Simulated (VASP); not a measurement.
# Sm3BRh (Pm-3m) in VASP: a series of runs

Runs on Sm3BRh. Level: PBE. Tasks: single point, relaxation of cell and atoms.

Everything below comes from runs of VASP 6.6.1. Logs are shortened: lines on timing, memory, paths and dates and some standing lists are left out, and cuts for length are marked.

### Step 1. The cell of the first run

It takes space group Pm-3m (No. 221, cubic). Conventional cell: a = 5.303 Å, b = 5.303 Å, c = 5.303 Å, α = 90.00°, β = 90.00°, γ = 90.00°. Within 3.5 Å of Sm (site symmetry 4/mmm) lie 2 Rh at 2.65 Å. Within 4.9 Å of B (site symmetry m-3m) lie 12 Sm at 3.75 Å and 8 Rh at 4.59 Å. Rh (site symmetry m-3m) has 6 Sm at 2.65 Å within 3.5 Å.

The cell was built from a structure type or drawn by symmetry, and may not be a known phase.

### Step 2. Single point, PBE, collinear spin, ferromagnetic start

File INCAR:

```
SYSTEM = Sm3BRh
ALGO     = Normal         ! electronic algorithm
EDIFF    = 1E-6           ! SCF threshold, eV
ENCUT    = 500            ! plane-wave cutoff, eV
GGA      = PE             ! functional
GGA_COMPAT= .FALSE.      
ISIF     = 2              ! what is computed and relaxed
ISMEAR   = 0              ! smearing method
ISPIN    = 2              ! spin polarisation
LASPH    = .TRUE.         ! aspherical terms in the spheres
LCHARG   = .FALSE.        ! write CHGCAR
LMAXMIX  = 6              ! l up to which the mixer works
LORBIT   = 11             ! projections on sites
LREAL    = .FALSE.        ! projectors in reciprocal space
LWAVE    = .FALSE.        ! write WAVECAR
MAGMOM   = 0 0 0 0 1      ! initial moments
NBANDS   = 38             ! bands
NELM     = 200            ! most SCF steps
PREC     = Accurate       ! precision mode
SIGMA    = 0.1            ! smearing width, eV
```

File KPOINTS:

```
k-points
0
G
  4 4 4
  0 0 0
```

File POSCAR:

```
Sm3BRh
1.0
    5.3032210763      0.0000000000      0.0000000000
    0.0000000000      5.3032210763      0.0000000000
    0.0000000000      0.0000000000      5.3032210763
Sm B Rh
3 1 1
Direct
    0.5000000000      0.0000000000      0.0000000000
    0.0000000000      0.5000000000      0.0000000000
    0.0000000000      0.0000000000      0.5000000000
    0.5000000000      0.5000000000      0.5000000000
    0.0000000000      0.0000000000      0.0000000000
```

Potentials or basis: VASP PAW PBE potentials, release 64 (Sm_3, B, Rh_pv), 4f in core.

Run with:

```
$ cat potpaw_PBE.64/Sm_3/POTCAR potpaw_PBE.64/B/POTCAR potpaw_PBE.64/Rh_pv/POTCAR > POTCAR
$ mpirun -np 1 vasp_std > vasp.out
```

OUTCAR:

```text
SYSTEM = Sm3BRh
   EDIFF = 1E-6
   ENCUT = 500
   GGA = PE
   ISIF = 2
   ISMEAR = 0
   ISPIN = 2
   LASPH = .TRUE.
   LORBIT = 11
   LREAL = .FALSE.
   NELM = 200
   PREC = Accurate

 ion  position               nearest neighbor table
   1  0.500  0.000  0.000-   5 2.65   5 2.65   2 3.75   3 3.75   2 3.75   2 3.75   3 3.75   3 3.75
                             3 3.75   2 3.75
   2  0.000  0.500  0.000-   5 2.65   5 2.65   1 3.75   3 3.75   1 3.75   3 3.75   3 3.75   3 3.75
                             1 3.75   1 3.75
   3  0.000  0.000  0.500-   5 2.65   5 2.65   1 3.75   1 3.75   2 3.75   2 3.75   2 3.75   2 3.75
                             1 3.75   1 3.75
   4  0.500  0.500  0.500-
   5  0.000  0.000  0.000-   1 2.65   2 2.65   3 2.65   3 2.65   2 2.65   1 2.65

  LATTYP: Found a simple cubic cell.
 ALAT       =     5.3032210763

  Lattice vectors:

 A1 = (   5.3032210763,   0.0000000000,   0.0000000000)
 A2 = (   0.0000000000,   5.3032210763,   0.0000000000)
 A3 = (   0.0000000000,   0.0000000000,   5.3032210763)

Analysis of symmetry for initial positions (statically):
=====================================================================
 Subroutine PRICEL returns:
 Original cell was already a primitive cell.

 Routine SETGRP: Setting up the symmetry group for a
 simple cubic supercell.

 Subroutine GETGRP returns: Found 48 space group operations
 (whereof 48 operations were pure point group operations)
 out of a pool of 48 trial point group operations.

The static configuration has the point symmetry O_h .

Analysis of symmetry for dynamics (positions and initial velocities):
=====================================================================
 Subroutine PRICEL returns:
 Original cell was already a primitive cell.

 Routine SETGRP: Setting up the symmetry group for a
 simple cubic supercell.

 Subroutine GETGRP returns: Found 48 space group operations
 (whereof 48 operations were pure point group operations)
 out of a pool of 48 trial point group operations.

The dynamic configuration has the point symmetry O_h .

Analysis of structural, dynamic, and magnetic symmetry:
=====================================================================
 Subroutine PRICEL returns:
 Original cell was already a primitive cell.

 Routine SETGRP: Setting up the symmetry group for a
 simple cubic supercell.

 Subroutine GETGRP returns: Found 48 space group operations
 (whereof 48 operations were pure point group operations)
 out of a pool of 48 trial point group operations.

[... 124 lines left out ...]
  energy-cutoff  :      500.00
  volume of cell :      149.15
 maximum number of plane-waves:      3840
 NGX is ok and might be reduce to    40
   NGX = 19   NGY = 19   NGZ = 19

 number of electron      50.9999990 magnetization       0.0023165

 number of electron      50.9999990 magnetization      -0.0001365

 Free energy of the ion-electron system (eV)
  ---------------------------------------------------
  ext. energy  EPLUGINS =         0.00000000
  ---------------------------------------------------
  free energy    TOTEN  =       -24.84293773 eV

  energy without entropy =      -24.80616078  energy(sigma->0) =      -24.82454926

 E-fermi :   2.9509     XC(G=0):  -9.4049

 val. band max:        2.9497363083   @ k =   0.5000   0.2500   0.2500
 cond. band min:       2.9554721574   @ k =   0.5000   0.5000   0.2500
 fundamental gap:      0.0057358492
 Fermi energy:         2.9508738284

 spin component 1

 k-point     1 :       0.0000    0.0000    0.0000
  band No.  band energies     occupation
      1     -43.7709      1.00000
      2     -43.7709      1.00000
      3     -43.7709      1.00000
      4     -38.5897      1.00000
      5     -38.5317      1.00000
      6     -38.5317      1.00000
[... 389 lines left out ...]
     36       6.2671      0.00000
     37       6.2671      0.00000
 Fermi energy:         2.9508738284

 spin component 2

 k-point     1 :       0.0000    0.0000    0.0000
  band No.  band energies     occupation
      1     -43.7709      1.00000
      2     -43.7709      1.00000
      3     -43.7709      1.00000
      4     -38.5897      1.00000
      5     -38.5317      1.00000
      6     -38.5317      1.00000
[... 389 lines left out ...]
     36       6.2671      0.00000
     37       6.2671      0.00000
 [bands above 37 left out]

------------------------ aborting loop because EDIFF is reached ----------------------------------------

  FORCE on cell =-STRESS in cart. coord.  units (eV):
  Direction    XX          YY          ZZ          XY          YZ          ZX
  --------------------------------------------------------------------------------------
  -------------------------------------------------------------------------------------
  Total        0.4575921      0.4575921      0.4575921     -0.0000000     -0.0000000     -0.0000000
  in kB        4.9155249      4.9155249      4.9155249     -0.0000000     -0.0000000     -0.0000000
  external PRESSURE =       4.9155249 kB  Pullay stress =       0.0000000 kB

 VOLUME and BASIS-vectors are now :
 -----------------------------------------------------------------------------
  energy-cutoff  :      500.00
  volume of cell :      149.15
      direct lattice vectors                 reciprocal lattice vectors
     5.303221076  0.000000000  0.000000000     0.188564645  0.000000000  0.000000000
     0.000000000  5.303221076  0.000000000     0.000000000  0.188564645  0.000000000
     0.000000000  0.000000000  5.303221076     0.000000000  0.000000000  0.188564645

 POSITION                                       TOTAL-FORCE (eV/Angst)
 -----------------------------------------------------------------------------------
      2.65161      0.00000      0.00000         0.000000      0.000000      0.000000
      0.00000      2.65161      0.00000         0.000000      0.000000      0.000000
      0.00000      0.00000      2.65161         0.000000      0.000000      0.000000
      2.65161      2.65161      2.65161         0.000000      0.000000      0.000000
      0.00000      0.00000      0.00000         0.000000      0.000000      0.000000
 -----------------------------------------------------------------------------------
    total drift:                               -0.000000      0.000000     -0.000000

  FREE ENERGIE OF THE ION-ELECTRON SYSTEM (eV)
  ---------------------------------------------------
  free  energy   TOTEN  =       -24.8429377258 eV

  energy  without entropy=      -24.8061607843  energy(sigma->0) =      -24.82454926

 total charge

# of ion       s       p       d       tot
------------------------------------------
    1        2.202   5.908   0.962   9.072
    2        2.202   5.908   0.962   9.072
    3        2.202   5.908   0.962   9.072
    4        0.740   0.596   0.000   1.336
    5        0.586   6.181   7.497  14.264
--------------------------------------------------
tot          7.932  24.501  10.383  42.815

 magnetization (x)

# of ion       s       p       d       tot
------------------------------------------
    1        0.000  -0.000  -0.000  -0.000
    2        0.000  -0.000  -0.000  -0.000
    3        0.000  -0.000  -0.000  -0.000
    4       -0.000  -0.000   0.000  -0.000
    5       -0.000  -0.000   0.000   0.000
--------------------------------------------------
tot         -0.000  -0.000  -0.000  -0.000
```

Run time: 55 s. Hardware: 1 thread of Intel Xeon 6975P-C (Granite Rapids), shared host; peak memory 0.33 GiB.

What came out:

| Property | Result |
| --- | --- |
| Free energy | -24.8429 eV |
| Pressure | 0.5 GPa |
| Net moment | 0.00 μB per cell |
| Valence electrons inside the program's atomic spheres | Sm 9.07; B 1.34; Rh 14.26 |

Caveat: the magnetic or orbital state may not be the lowest; spin-orbit coupling is left out, which moves the levels of the heavy elements; the 4f electrons are frozen in the core, so they carry no moment and show no levels. The state reached can hang on the start; a lower one may exist.

### Step 3. Relaxation of cell and atoms, PBE

File INCAR:

```
PREC     = Accurate       # precision mode
ENCUT    = 500            # plane-wave cutoff, eV
EDIFF    = 1E-7           # SCF threshold, eV
ISMEAR   = 0              # smearing method
SIGMA    = 0.1            # smearing width, eV
LREAL    = False          # projectors in reciprocal space
LASPH    = True           # aspherical terms in the spheres
NELM     = 200            # most SCF steps
ALGO     = Normal         # electronic algorithm
ISIF     = 3              # what is computed and relaxed
LWAVE    = False          # write WAVECAR
LCHARG   = False          # write CHGCAR
GGA      = PE             # functional
IBRION   = 2              # ionic algorithm
NSW      = 100            # ionic steps
EDIFFG   = -0.01          # ionic threshold
GGA_COMPAT= False        
NELMIN   = 4            
LMAXMIX  = 6              # l up to which the mixer works
```

File KPOINTS:

```
Automatic mesh
0
Gamma
  8 8 8
```

POSCAR is that of step 2.

Potentials or basis: VASP PAW PBE potentials, release 64 (Sm_3, B, Rh_pv), 4f in core.

Run with:

```
$ cat potpaw_PBE.64/Sm_3/POTCAR potpaw_PBE.64/B/POTCAR potpaw_PBE.64/Rh_pv/POTCAR > POTCAR
$ mpirun -np 1 vasp_std > vasp.out
```

Wall time 2.3 min (1 thread of Intel Xeon 6975P-C (Granite Rapids), shared host); peak memory 0.35 GiB.

Results (log left out):

```
Free energy                           : -24.9455 eV
Relaxed volume                        : 30.08 Å³/atom
Relaxed cell                          : a = 5.318 Å, b = 5.318 Å, c = 5.318 Å, α = 90.00°, β = 90.00°, γ = 90.00°
Space group after relaxing (to 0.1 Å) : Pm-3m (No. 221)
Energy gained by relaxing             : 0.3 meV/atom
Ionic steps                           : 3
Pressure after relaxing               : 0.0 GPa
Band gap on the k mesh                : zero (an odd number of electrons rules out a gap without spin polarisation)
```

Step by step:
```tsv
step	energy change (eV)	largest force (eV/Å)	pressure (GPa)	volume (Å³)
1	0.0000	0.0000	0.41	149.15
2	-0.0014	0.0000	-0.12	150.78
3	-0.0016	0.0000	0.00	150.40
```

Final structure:
```cif
data_structure
_symmetry_space_group_name_H-M 'P 1'
_symmetry_Int_Tables_number 1
_cell_length_a 5.3180
_cell_length_b 5.3180
_cell_length_c 5.3180
_cell_angle_alpha 90.000
_cell_angle_beta 90.000
_cell_angle_gamma 90.000
_cell_volume 150.40
loop_
_atom_site_label
_atom_site_type_symbol
_atom_site_fract_x
_atom_site_fract_y
_atom_site_fract_z
_atom_site_occupancy
Sm1 Sm 0.50000 0.00000 0.00000 1
Sm2 Sm 0.00000 0.50000 0.00000 1
Sm3 Sm 0.00000 0.00000 0.50000 1
B1 B 0.50000 0.50000 0.50000 1
Rh1 Rh 0.00000 0.00000 0.00000 1
```

Levels at points of the mesh, in eV from the Fermi level:
| k point | band 22 | band 23 | band 24 | band 25 | band 26 | band 27 | band 28 | band 29 |
| --- | --- | --- | --- | --- | --- | --- | --- | --- |
| (0.00, 0.00, 0.00) | -3.93 | -0.52 | -0.52 | 0.47 | 0.47 | 0.47 | 0.57 | 1.62 |
| (0.50, 0.00, 0.00) | -2.27 | -1.11 | -0.01 | -0.01 | 0.15 | 0.56 | 0.56 | 0.67 |
| (0.50, 0.50, 0.00) | -1.91 | -1.91 | -0.96 | -0.69 | -0.21 | -0.08 | -0.08 | 1.75 |
| (0.50, 0.50, 0.50) | -1.85 | -1.85 | -1.85 | -0.09 | -0.09 | -0.09 | 0.30 | 1.10 |

Caveat: spin-orbit coupling is left out, which moves the levels of the heavy elements; the 4f electrons are frozen in the core, so they carry no moment and show no levels.
